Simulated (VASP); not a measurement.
Mg:

```
Mg
1.0
     0.00000    2.26490    2.26490
     2.26490    0.00000    2.26490
     2.26490    2.26490    0.00000
Mg
1
Direct
  0.00000 0.00000 0.00000
```

This isn't the form of Mg at room conditions, which is hcp.

- Program: VASP 6.6.1
- Task: relaxation of cell and atoms
- Functional: r2SCAN
- Potentials or basis: VASP PAW PBE potentials, release 64 (Mg)
- Cutoff: 600 eV
- k mesh: 12 × 12 × 12
- Occupations: fermi-dirac, width 0.1 eV
- Spin: no spin polarisation

At the start: pressure -1.1 GPa; volume 23.24 Å³/atom.

Q: Where does the relaxation end?

A: Over 3 steps the energy falls by 2.4 meV/atom and the volume is 22.58 Å³/atom (-2.8 %); space group Fm-3m (No. 225, to 0.1 Å) before and after.

Step by step:
```csv
step,energy change (eV),largest force (eV/Å),pressure (GPa),volume (Å³)
1,0.0000,0.0000,-1.09,23.24
2,-0.0023,0.0000,-0.25,22.71
3,-0.0024,0.0000,-0.04,22.58
```

Final structure:
```
Mg
1.0
     0.00000    2.24344    2.24344
     2.24344    0.00000    2.24344
     2.24344    2.24344    0.00000
Mg
1
Direct
  0.00000 0.00000 0.00000
```

Caveat: the PAW data sets were made with another functional, which shifts forces and pressure a little.
